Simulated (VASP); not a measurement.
## In: single point with PBE+D3(BJ)

Crystal: In.

```
CELL_PARAMETERS angstrom
3.43555 0.00000 0.00000
-1.71777 2.97527 0.00000
0.00000 0.00000 5.34387
ATOMIC_POSITIONS crystal
In 0.33333 0.66667 0.25000
In 0.66667 0.33333 0.75000
```

This cell differs from its parent crystal: strain +0.030 along x and y, -0.030 along z.

```json
{
 "Program": "VASP 6.6.1",
 "Task": "single point",
 "Functional": "PBE",
 "Dispersion": "D3(BJ)",
 "Potentials or basis": "VASP PAW PBE potentials, release 64 (In_d)",
 "Cutoff": "520 eV",
 "k mesh": "18 × 18 × 10",
 "Occupations": "gaussian, width 0.15 eV",
 "Spin": "no spin polarisation",
 "Dipole correction": "no",
 "Further INCAR settings": "ALGO = Fast; EDIFF = 1e-06; NBANDS = 20"
}
```

* Pressure: -1.5 GPa
* Band gap on the k mesh: zero (bands 13 and 14 overlap by 6.55 eV)
* Dispersion energy per atom: -0.324 eV

Stress tensor (GPa, compression positive):
```
-1.80  0.00  0.00
 0.00 -1.80  0.00
 0.00  0.00 -0.78
```

Levels at points of the mesh, in eV from the Fermi level:
```tsv
k point	band 11	band 12	band 13	band 14	band 15	band 16
(0.00, 0.00, 0.00)	-9.28	-3.80	-3.04	7.41	7.41	9.33
(0.50, 0.00, 0.00)	-5.04	-4.19	0.36	0.77	0.93	2.97
(0.00, 0.00, 0.50)	-7.84	-7.84	3.74	3.74	8.50	8.50
(0.50, 0.00, 0.50)	-3.70	-3.70	-2.55	-2.55	5.13	5.13
```

Run time: 2.1 min on 1 thread of AMD EPYC 9R45 96-Core Processor (Zen 5), with other jobs on the host, peak memory 0.3 GiB.

Caveat: the cell differs from its parent crystal (strain +0.030 along x and y, -0.030 along z); spin-orbit coupling is left out, which moves the levels of the heavy elements.
